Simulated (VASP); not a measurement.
Input of a VASP 6.6.1 run:

Contents of INCAR:

```
ALGO = Normal ; EDIFF = 1E-7
ENCUT = 520 ; GGA = PE
ISIF = 2 ; ISMEAR = -1
LASPH = True ; LCHARG = False
LREAL = Auto ; LWAVE = False
NBANDS = 494 ; NELECT = 866.0
NELM = 80 ; PREC = Accurate
SIGMA = 0.01
```

KPOINTS

```
k-points
0
Gamma
  1 1 1
```

POSCAR

```
LiTi36O72
1.0
    0.0000000000    -11.3955101200      0.0000000000
   11.3955101200      0.0000000000      0.0000000000
   -3.7985033700      3.7985033700      9.7031425200
Ti O Li
36 72 1
Direct
    0.0007414766     -0.0004403924      0.0005256029
    0.2546201933      0.0781109385      0.2475614467
    0.0001330339      0.0002031492      0.5001159150
    0.2484021431      0.0840471489      0.7477745468
    0.0007185854      0.3320227535      0.0005335385
    0.2529457582      0.4185602835      0.2492779009
   -0.0042926547      0.3342790248      0.5039100467
    0.2481709521      0.4166745978      0.7463962304
    0.0006702985      0.6675640943      0.0001885987
    0.2491853091      0.7488289354      0.2489448130
    0.0002569897      0.6666365480      0.5002882303
    0.2486737056      0.7492315516      0.7483546681
    0.3332018951     -0.0019387839     -0.0049854982
    0.5825699790      0.0835814352      0.2500640380
    0.3337805025      0.0002123726      0.5000735576
    0.5823669990      0.0839070845      0.7478434935
    0.3330983225      0.3322758056     -0.0030561233
    0.5823746848      0.4180655858      0.2498232913
    0.3405297005      0.3342674973      0.5037404109
    0.5859865786      0.4189864197      0.7530450042
    0.3331028894      0.6654384285     -0.0018240482
    0.5817526977      0.7499968552      0.2483811812
    0.3339290052      0.6666123129      0.5002902915
    0.5824588285      0.7499074973      0.7485462555
    0.6646958659     -0.0014125329     -0.0038145374
    0.9096091117      0.0782349213      0.2476551277
    0.6669511232     -0.0014927569      0.4988170575
    0.9153790803      0.0836803762      0.7494924438
    0.6662571449      0.3316317565     -0.0013176144
    0.9122711517      0.4185893472      0.2494785576
    0.6662168119      0.3320081666      0.4973265094
    0.9152828086      0.4191152005      0.7542519328
    0.6670261180      0.6673347484     -0.0001822090
    0.9155410785      0.7489176470      0.2489724329
    0.6671108701      0.6665848734      0.4995179644
    0.9155403051      0.7510800940      0.7496394065
    0.3199226831      0.1514827467      0.4559875309
    0.0699680159      0.0766746924      0.2095831320
    0.1812992857      0.0119775108      0.0425377654
    0.2626467112      0.2637278388      0.2939247769
    0.3172393506      0.1525706364      0.9550198795
    0.0684873130      0.0683818329      0.7057542426
    0.1800551668      0.0140296023      0.5410919183
    0.2640024129      0.2637375718      0.7902399644
    0.3230894490      0.4854905158      0.4566580354
    0.0702673415      0.3924564284      0.2105019066
    0.1808245806      0.3508188134      0.0430562572
    0.2619991634      0.5962860851      0.2912389460
    0.3167451410      0.4845181481      0.9524528761
    0.0684411136      0.4020272330      0.7061369021
    0.1775347405      0.3448166770      0.5337320347
    0.2636060072      0.5964222620      0.7897402294
    0.3188478741      0.8183653981      0.4552116998
    0.0689208094      0.7361759757      0.2066497525
    0.1805203931      0.6805912930      0.0418620049
    0.2647253720      0.9299255183      0.2907660064
    0.3174968327      0.8178058088      0.9547040024
    0.0685972897      0.7358643905      0.7057682587
    0.1800654967      0.6793448567      0.5410228685
    0.2647392178      0.9307284469      0.7913968062
    0.6516413664      0.1514961390      0.4554532710
    0.4030343918      0.0709322779      0.2054786886
    0.5131053210      0.0125359792      0.0407344321
    0.5976128633      0.2645847707      0.2932024336
    0.6520527184      0.1525878467      0.9564080895
    0.4017182752      0.0685173952      0.7052297733
    0.5144250176      0.0146761744      0.5422831819
    0.5974013838      0.2640652751      0.7926525849
    0.6518301912      0.4859787304      0.4566162963
    0.4022565897      0.3994232809      0.2056291553
    0.5135246769      0.3498821563      0.0418561305
    0.5975471749      0.5969884461      0.2920031314
    0.6524173766      0.4859073230      0.9563468723
    0.4020097544      0.4021305914      0.7055711061
    0.5168260033      0.3465606111      0.5437180778
    0.5967993038      0.5977307233      0.7918430533
    0.6512304594      0.8187767983      0.4552828108
    0.4015714580      0.7334083798      0.2052862767
    0.5134196718      0.6808998443      0.0416819602
    0.5970064904      0.9303792802      0.2911545403
    0.6515219292      0.8188196613      0.9559490630
    0.4016600650      0.7352347764      0.7053715831
    0.5145386895      0.6824594741      0.5425254745
    0.5968722889      0.9311435027      0.7921149240
    0.9832609766      0.1515661336      0.4562940296
    0.7336704022      0.0710397766      0.2059088585
    0.8468652902      0.0122051566      0.0430798578
    0.9335602696      0.2637648046      0.2941828376
    0.9853563294      0.1527405975      0.9585122532
    0.7356430032      0.0685049006      0.7065757290
    0.8471115937      0.0145357897      0.5430511805
    0.9323044240      0.2642936092      0.7947070739
    0.9807213601      0.4856505874      0.4569057901
    0.7346942334      0.3992143857      0.2066281100
    0.8476578543      0.3503419869      0.0438161141
    0.9322000013      0.5962816475      0.2912095740
    0.9843801937      0.4861638839      0.9578689565
    0.7366009073      0.4037428817      0.7094323294
    0.8456871504      0.3468335721      0.5443666306
    0.9322221762      0.5982101873      0.7929942268
    0.9839516599      0.8183567036      0.4552440605
    0.7351548690      0.7343190135      0.2060942623
    0.8471329190      0.6815653419      0.0423455596
    0.9295259941      0.9301171918      0.2910340639
    0.9850645477      0.8197415406      0.9575455561
    0.7357807572      0.7357514474      0.7070279537
    0.8470718976      0.6829756018      0.5431255894
    0.9321238822      0.9318819448      0.7942402149
    0.1015132815      0.2578678440      0.3045035146
```

Potentials or basis: VASP PAW PBE potentials, release 64 (Ti_sv, O, Li_sv).

Launch:

```bash
$ cat potpaw_PBE.64/Ti_sv/POTCAR potpaw_PBE.64/O/POTCAR potpaw_PBE.64/Li_sv/POTCAR > POTCAR
$ mpirun -np 1 vasp_gam > vasp.out
```

(1) What does it give for the largest force?

## Answers

(1) 0.424 eV/Å.

Caveat: the k points lie up to 0.65 Å⁻¹ apart; the cell carries a net charge on a neutralising background, which shifts energy and pressure.
